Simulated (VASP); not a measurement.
Here is a VASP 6.6.1 calculation.

Contents of POSCAR:

```
WSe2
1.0
    3.3482667925      0.0000000000      0.0000000000
   -1.6741333962      2.8996841009      0.0000000000
    0.0000000000      0.0000000000     13.8662053378
W Se
2 4
Direct
    0.6666666667      0.3333333333      0.7500000000
    0.3333333333      0.6666666667      0.2500000000
    0.3333333333      0.6666666667      0.8690408831
    0.6666666667      0.3333333333      0.3690408831
    0.3333333333      0.6666666667      0.6309591169
    0.6666666667      0.3333333333      0.1309591169
```

File INCAR.step1:

```
PREC = Accurate
ENCUT = 520
ISMEAR = 0
SIGMA = 0.02
LREAL = False
LASPH = True
NELM = 80
NBANDS = 35
GGA = PE
ALGO = Normal
EDIFF = 1E-4
LWAVE = True
LCHARG = False
```

Contents of INCAR.step2:

```
PREC = Accurate
ENCUT = 520
EDIFF = 1E-6
ISMEAR = 0
SIGMA = 0.02
LREAL = False
LASPH = True
NELM = 80
ALGO = Normal
ISIF = 2
LWAVE = False
LCHARG = True
METAGGA = R2SCAN
LMIXTAU = True
LELF = True
LVHAR = True
NBANDS = 35
ISTART = 1
```

The input KPOINTS:

```
Automatic mesh
0
Gamma
  12 12 2
```

Potentials or basis: VASP PAW PBE potentials, release 64 (W_sv, Se).

Launch:

```console
$ cat potpaw_PBE.64/W_sv/POTCAR potpaw_PBE.64/Se/POTCAR > POTCAR
$ cp INCAR.step1 INCAR
$ mpirun -np 1 vasp_std > vasp.out
$ cp INCAR.step2 INCAR
$ mpirun -np 1 vasp_std > vasp.out
```

(1) Predict the band gap on the k mesh.

(2) Estimate the pressure.

## Answers

(1) 1.24 eV, indirect (least direct gap 1.47 eV).

(2) -1.3 GPa.

Caveat: the PAW data sets were made with another functional, which shifts forces and pressure a little; spin-orbit coupling is left out, which moves the levels of the heavy elements.
